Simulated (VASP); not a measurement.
# TiAl5 (P1) in VASP: notebook

Runs on TiAl5. Level: PBE. Tasks: relaxation of cell and atoms.

All numbers are computed with VASP 6.6.1; they aren't measurements. Logs are shortened: lines on timing, memory, paths and dates and some standing lists are left out, and cuts for length are marked.

## 1. The cell of the first run

The typed cell holds 12 atoms: a = 5.732 Å, b = 5.732 Å, c = 7.021 Å, α = 90.00°, β = 90.00°, γ = 120.00°.

## 2. Relaxation of cell and atoms, PBE

INCAR reads:

```
SYSTEM = TiAl5
  PREC = Accurate
  ENCUT = 600
  EDIFF = 1E-7
  ISMEAR = 0
  SIGMA = 0.1
  LREAL = .False.
  LASPH = .True.
  NELM = 80
  ALGO = Normal
  ISIF = 3
  LWAVE = .False.
  LCHARG = .False.
  GGA = PE
  IBRION = 2
  NSW = 70
  EDIFFG = -0.04
  ISYM = 0
```

KPOINTS reads:

```
Automatic mesh
0
Gamma
  3 3 2
  0 0 0.5
```

POSCAR reads:

```
TiAl5
1.0
   -4.0534492800     -4.0534492800      0.0000000000
    0.0000000000      4.0534492800      4.0534492800
   -4.0534492800      4.0534492800     -4.0534492800
Al Ti
10 2
Direct
    0.4948848181      0.9926057524      0.9989482717
    0.0048311850      0.9967774621      0.0031019679
    0.8369198912      0.1666460674      0.6684352059
    0.3328355300      0.1690558506      0.6665055568
    0.6689857624      0.3316180343      0.3312828976
    0.4959827765      0.4988207796      0.0007570460
    0.0008784032      0.4977756707      0.0012824808
    0.8318597302      0.6695649796      0.6690534023
    0.3395260371      0.6734118152      0.6616316302
    0.1648998350      0.8334849383      0.3332207565
    0.1648663998      0.3301154113      0.3305103876
    0.6598898629      0.8290490648      0.3309900649
```

Potentials or basis: VASP PAW PBE potentials, release 64 (Al, Ti_sv).

On the command line:

```console
$ cat potpaw_PBE.64/Al/POTCAR potpaw_PBE.64/Ti_sv/POTCAR > POTCAR
$ mpirun -np 1 vasp_std > vasp.out
```

OUTCAR:

```text
SYSTEM = TiAl5
   PREC = Accurate
   ENCUT = 600
   EDIFF = 1E-7
   ISMEAR = 0
   LREAL = .False.
   LASPH = .True.
   NELM = 80
   ISIF = 3
   GGA = PE
   IBRION = 2
   NSW = 70
   EDIFFG = -0.04
   ISYM = 0

 ion  position               nearest neighbor table
   1  0.495  0.993  0.999-   2 2.82   6 2.83   7 2.83  12 2.85   9 2.85  10 2.86   3 2.88   4 2.88
                             5 2.88   7 2.90   6 2.90   2 2.91
   2  0.005  0.997  0.003-  10 2.82   1 2.82  11 2.83   6 2.85   7 2.85   8 2.85  12 2.87   4 2.87
                             7 2.88   6 2.89   3 2.89   1 2.91
   3  0.837  0.167  0.668-   8 2.84   4 2.84   9 2.84   7 2.86   1 2.88  11 2.88   2 2.89   5 2.89
                             9 2.89   4 2.90   8 2.90  12 2.90
   4  0.333  0.169  0.667-   3 2.84   9 2.86   6 2.86   8 2.86   8 2.87  11 2.87   2 2.87  10 2.87
                             9 2.87   1 2.88   5 2.89   3 2.90
   5  0.669  0.332  0.331-   7 2.84  11 2.85  12 2.86  10 2.86   6 2.87  10 2.87   1 2.88  12 2.88
                             4 2.89  11 2.89   3 2.89   8 2.91
   6  0.496  0.499  0.001-   1 2.83   7 2.84  11 2.84  12 2.84   2 2.85   4 2.86   8 2.86   5 2.87
                             2 2.89   9 2.89   7 2.90   1 2.90
   7  0.001  0.498  0.001-   1 2.83   6 2.84  11 2.84   5 2.84   2 2.85   3 2.86  10 2.87   8 2.88
                             2 2.88   6 2.90   1 2.90   9 2.92
   8  0.832  0.670  0.669-   9 2.83   3 2.84   2 2.85   6 2.86   4 2.86   4 2.87  10 2.88   7 2.88
                            12 2.89   3 2.90   9 2.90   5 2.91
   9  0.340  0.673  0.662-  12 2.81   8 2.83   3 2.84  10 2.84   1 2.85   4 2.86   4 2.87  11 2.88
                             6 2.89   3 2.89   8 2.90   7 2.92
  10  0.165  0.833  0.333-   2 2.82   9 2.84  11 2.85  12 2.85   5 2.86   1 2.86   7 2.87   4 2.87
                             5 2.87   8 2.88  12 2.88  11 2.89
  11  0.165  0.330  0.331-   2 2.83   7 2.84   6 2.84   5 2.85  10 2.85  12 2.85   4 2.87   3 2.88
                             9 2.88  12 2.88  10 2.89   5 2.89
  12  0.660  0.829  0.331-   9 2.81   6 2.84   1 2.85  11 2.85  10 2.85   5 2.86   2 2.87   5 2.88
                            10 2.88  11 2.88   8 2.89   3 2.90

IMPORTANT INFORMATION: All symmetrisations will be switched off!
NOSYMM: (Re-)initialisation of all symmetry stuff for point group C_1.

----------------------------------------------------------------------------------------

                                     Primitive cell

  volume of cell :     199.8000

  direct lattice vectors                    reciprocal lattice vectors
    -4.053449280 -4.053449280  0.000000000    -0.164468980 -0.082234490  0.082234490
     0.000000000  4.053449280  4.053449280    -0.082234490  0.082234490  0.164468980
    -4.053449280  4.053449280 -4.053449280    -0.082234490  0.082234490 -0.082234490

  length of vectors
     5.732442946  5.732442946  7.020780099     0.201432539  0.201432539  0.142434314

  position of ions in fractional coordinates (direct lattice)
     0.494884818  0.992605752  0.998948272
     0.004831185  0.996777462  0.003101968
     0.836919891  0.166646067  0.668435206
     0.332835530  0.169055851  0.666505557
[... 93 lines left out ...]
   EFERMI =   0.00;   METHOD = LEGACY
   ISMEAR =     0;   SIGMA  =   0.10  broadening in eV -4-tet -1-fermi 0-gaus
   EFERMI_NEDOS =   21; number of points for ismear=-14 and -15
   IALGO  =     38    algorithm
   IMIX   =      4    mixing-type and parameters
     AMIX     =   0.40;   BMIX     =  1.00
     AMIX_MAG =   1.60;   BMIX_MAG =  1.00
  volume/ion in A,a.u.               =      16.65       112.36
  Fermi-wavevector in a.u.,A,eV,Ry     =   1.058460  2.000198 15.243104  1.120337
  Thomas-Fermi vector in A             =   2.193770
   LORBIT       =      0    0 simple, 1 ext, 2 COOP (PROOUT), +10 PAW based schemes
   GGA     = PE    functional components
   LHFCALC =     F    Hartree Fock is set to
   AEXX    =    0.0000 exact exchange contribution
   IVDW    =     0    specifies the selected vdW correction
   LEPSILON=     F    determine dielectric tensor
   LRPA    =     F    only Hartree local field effects (RPA)
 conjugate gradient relaxation of ions
 non-spin polarized calculation
 Gauss-broadening in eV      SIGMA  =   0.10
  energy-cutoff  :      600.00
  volume of cell :      199.80
 maximum number of plane-waves:      6694
 NGX is ok and might be reduce to    48
   NGX = 23   NGY = 23   NGZ = 29

--------------------------------------- Ionic step        1  -------------------------------------------

 number of electron      53.9999997 magnetization

 Free energy of the ion-electron system (eV)
  ---------------------------------------------------
  ext. energy  EPLUGINS =         0.00000000
  ---------------------------------------------------
  free energy    TOTEN  =       -55.20198246 eV

  energy without entropy =      -55.16161953  energy(sigma->0) =      -55.18180099

------------------------ aborting loop because EDIFF is reached ----------------------------------------

  FORCE on cell =-STRESS in cart. coord.  units (eV):
  Direction    XX          YY          ZZ          XY          YZ          ZX
  --------------------------------------------------------------------------------------
  -------------------------------------------------------------------------------------
  Total       -1.1071918     -2.4019973     -1.1843963     -1.8797858     -2.1747486      0.9681433
  in kB       -8.8784664    -19.2613896     -9.4975619    -15.0738250    -17.4391033      7.7634500
  external PRESSURE =     -12.5458060 kB  Pullay stress =       0.0000000 kB
[... 119 lines left out ...]
  FREE ENERGIE OF THE ION-ELECTRON SYSTEM (eV)
  ---------------------------------------------------
  free  energy   TOTEN  =       -55.2821492168 eV

  energy  without entropy=      -55.2529006660  energy(sigma->0) =      -55.26752494

[... ionic steps 4 to 11 ...]

--------------------------------------- Ionic step       12  -------------------------------------------

 number of electron      54.0000003 magnetization

------------------------ aborting loop because EDIFF is reached ----------------------------------------
[... 87 lines left out ...]
--------------------------------------- Ionic step       14  -------------------------------------------

 number of electron      54.0000003 magnetization

 Free energy of the ion-electron system (eV)
  ---------------------------------------------------
  ext. energy  EPLUGINS =         0.00000000
  ---------------------------------------------------
  free energy    TOTEN  =       -55.32304712 eV

  energy without entropy =      -55.31340775  energy(sigma->0) =      -55.31822743

 E-fermi :   7.9185     XC(G=0): -10.4702

 val. band max:        7.8240774609   @ k =  -0.3333   0.3333   0.2500
 cond. band min:       8.0319599407   @ k =   0.3333   0.3333   0.2500
 fundamental gap:      0.2078824798
 Fermi energy:         7.9185352777

 k-point     1 :       0.0000    0.0000    0.2500
  band No.  band energies     occupation
      1     -48.7433      2.00000
      2     -48.6894      2.00000
      3     -25.1671      2.00000
      4     -25.1364      2.00000
      5     -25.0831      2.00000
      6     -24.9507      2.00000
[... 361 lines left out ...]
  FREE ENERGIE OF THE ION-ELECTRON SYSTEM (eV)
  ---------------------------------------------------
  free  energy   TOTEN  =       -55.3230471210 eV

  energy  without entropy=      -55.3134077489  energy(sigma->0) =      -55.31822743

 reached required accuracy - stopping structural energy minimisation
```

It took 16 min on 1 thread of AMD EPYC 7R43 (Zen 3), shared host; peak memory 0.34 GiB.

Results:

| Property | Result |
| --- | --- |
| Free energy | -55.3230 eV |
| Relaxed volume | 16.42 Å³/atom |
| Relaxed cell | a = 5.650 Å, b = 5.650 Å, c = 7.111 Å, α = 91.24°, β = 88.75°, γ = 119.75° |
| Space group after relaxing (to 0.1 Å) | P2/m (No. 10) |
| Energy gained by relaxing | 10.1 meV/atom |
| Ionic steps | 14 |
| Pressure after relaxing | 0.0 GPa |
| Largest force after relaxing | 0.036 eV/Å |
| Band gap on the k mesh | zero (bands 27 and 28 overlap by 0.65 eV) |

Forces on the atoms (eV/Å):
```
Al  -0.002 -0.016  0.011
Al  -0.018  0.011 -0.017
Al   0.004 -0.008  0.007
Al  -0.006  0.008  0.003
Al   0.020  0.000 -0.008
Al  -0.003  0.003 -0.012
Al  -0.001 -0.011 -0.010
Al  -0.001  0.017 -0.013
Al   0.018 -0.006  0.030
Al  -0.007 -0.001 -0.017
Ti   0.003 -0.006  0.015
Ti  -0.007  0.010  0.011
```

Stress tensor (GPa, compression positive):
```
 0.04  0.00  0.12
 0.00 -0.11  0.00
 0.12  0.00  0.06
```

Step by step:
```tsv
step	energy change (eV)	largest force (eV/Å)	pressure (GPa)	volume (Å³)
1	0.0000	0.3041	-1.25	199.80
2	-0.0793	0.1883	0.50	196.02
3	-0.0802	0.1748	0.72	195.59
4	-0.0953	0.1182	0.01	197.09
5	-0.0968	0.1135	-0.27	197.73
6	-0.1041	0.0913	-0.14	197.39
7	-0.1067	0.1005	0.02	197.04
8	-0.1108	0.0965	0.06	196.92
9	-0.1122	0.0933	0.10	196.81
10	-0.1160	0.0628	-0.06	197.14
11	-0.1172	0.0859	-0.22	197.47
12	-0.1195	0.0779	0.19	196.62
13	-0.1195	0.0775	0.20	196.58
14	-0.1211	0.0359	-0.01	197.05
```

Final structure:
```
Al Ti
1.0
    -4.03573   -3.95446   -0.02519
     0.02496    3.95474    4.03546
    -4.14213    4.03255   -4.14140
Al Ti
10 2
Direct
  0.50752 0.99077 0.00399
  0.00464 0.99416 0.00084
  0.82733 0.17072 0.66478
  0.32457 0.17352 0.66227
  0.66708 0.33294 0.33321
  0.50504 0.49404 0.00129
  0.00790 0.49119 0.00359
  0.82528 0.67422 0.66180
  0.32785 0.67015 0.66523
  0.16668 0.83287 0.33256
  0.16629 0.33225 0.33324
  0.66618 0.83210 0.33292
```

Levels at points of the mesh, in eV from the Fermi level:
```
           k point  band 25  band 26  band 27  band 28  band 29  band 30
(0.00, 0.00, 0.25)    -0.99    -0.84    -0.64    -0.54    -0.51     0.48
```

Caveat: the k points lie up to 0.44 Å⁻¹ apart in the final cell, too coarse for converged energies and pressures of a metal.

## 3. Relaxation of cell and atoms, PBE

This run uses another cell than the first one, of 16.44 Å³/atom.

INCAR reads:

```
SYSTEM = TiAl5
  PREC = Accurate
  ENCUT = 600
  EDIFF = 1E-6
  ISMEAR = 0
  SIGMA = 0.1
  LREAL = .FALSE.
  LASPH = .TRUE.
  NELM = 60
  ALGO = Fast
  ISIF = 3
  LWAVE = .FALSE.
  LCHARG = .FALSE.
  GGA = PE
  IBRION = 2
  NSW = 45
  EDIFFG = -0.04
  ISYM = 0
```

KPOINTS reads:

```
Automatic mesh
0
G
  4 4 3
  0 0 0
```

POSCAR reads:

```
TiAl5
1.0
   -4.0401596814     -3.9515643282     -0.0302578693
    0.0300427000      3.9517794975      4.0407399834
   -4.1481796727      4.0293264503     -4.1483296362
Al Ti
10 2
Direct
    0.4987684083      0.9997525042      0.9998282285
    0.8413528127      0.1571718455      0.6703324400
    0.3382348785      0.1602385668      0.6685352287
    0.6559676009      0.3419579079      0.3294103251
    0.1590927944      0.3389536763      0.3310433384
    0.9985448300      0.4994964277      0.9999017031
    0.8380516426      0.6600812230      0.6685371065
    0.3411332310      0.6572667972      0.6703028052
    0.6592463032      0.8390904537      0.3310640559
    0.1561374865      0.8419618240      0.3293360910
    0.9987225893      0.9995597996      0.9997118467
    0.4986994056      0.4997036352      0.9998206623
```

Potentials or basis: VASP PAW PBE potentials, release 64 (Al, Ti_sv).

On the command line:

```console
$ cat potpaw_PBE.64/Al/POTCAR potpaw_PBE.64/Ti_sv/POTCAR > POTCAR
$ mpirun -np 1 vasp_std > vasp.out
```

Run time: 42 min. Hardware: 1 thread of AMD EPYC 7R43 (Zen 3), shared host; peak memory 0.47 GiB.

It converged, with:

- Free energy: -55.0768 eV
- Energy gained by relaxing: 6.0 meV/atom
- Ionic steps: 6
- Pressure after relaxing: 0.0 GPa
- Largest force after relaxing: 0.036 eV/Å
- Band gap on the k mesh: zero (bands 27 and 28 overlap by 1.20 eV)

Forces in eV/Å, atoms in the order of the input:
```
Al   0.001  0.000 -0.001
Al   0.013 -0.018  0.012
Al  -0.016  0.028 -0.017
Al  -0.012  0.018 -0.011
Al   0.015 -0.028  0.016
Al   0.000 -0.001  0.001
Al  -0.017  0.028 -0.016
Al   0.012 -0.020  0.011
Al   0.016 -0.027  0.016
Al  -0.012  0.019 -0.011
Ti   0.000  0.001  0.000
Ti   0.000  0.000  0.000
```

Stress tensor (GPa, compression positive):
```
-0.08  0.02 -0.04
 0.02  0.08  0.02
-0.04  0.02 -0.08
```

The path:
```csv
step,energy change (eV),largest force (eV/Å),pressure (GPa),volume (Å³)
1,0.0000,0.1131,-0.06,197.25
2,-0.0476,0.1213,0.00,197.04
3,-0.0530,0.1186,0.08,196.92
4,-0.0658,0.0704,0.02,197.13
5,-0.0684,0.0418,-0.01,197.26
6,-0.0718,0.0362,-0.03,197.24
```

Final structure:
```
Al Ti
1.0
    -4.04671   -4.06120   -0.08633
     0.08628    4.06126    4.04686
    -4.08913    4.01371   -4.08917
Al Ti
10 2
Direct
  0.49871 0.99965 0.99982
  0.84151 0.15688 0.66710
  0.33759 0.16078 0.66846
  0.65580 0.34229 0.33257
  0.15975 0.33843 0.33116
  0.99863 0.49958 0.99984
  0.83751 0.66072 0.66846
  0.34141 0.65696 0.66710
  0.65981 0.83847 0.33116
  0.15587 0.84225 0.33253
  0.99870 0.99960 0.99980
  0.49866 0.49963 0.99982
```

Levels at points of the mesh, in eV from the Fermi level:
| k point | band 25 | band 26 | band 27 | band 28 | band 29 | band 30 |
| --- | --- | --- | --- | --- | --- | --- |
| (0.00, 0.00, 0.00) | -1.41 | -1.35 | -1.16 | -0.67 | -0.30 | 0.14 |
| (0.50, 0.00, 0.00) | 0.38 | 0.38 | 0.53 | 0.53 | 0.74 | 0.74 |
| (0.00, 0.50, 0.00) | 0.38 | 0.38 | 0.53 | 0.53 | 0.74 | 0.74 |
| (0.50, 0.50, 0.00) | 0.03 | 0.08 | 0.11 | 0.27 | 0.43 | 0.72 |

The gap in the log of VASP goes by the Fermi energy; the results here count the filled bands.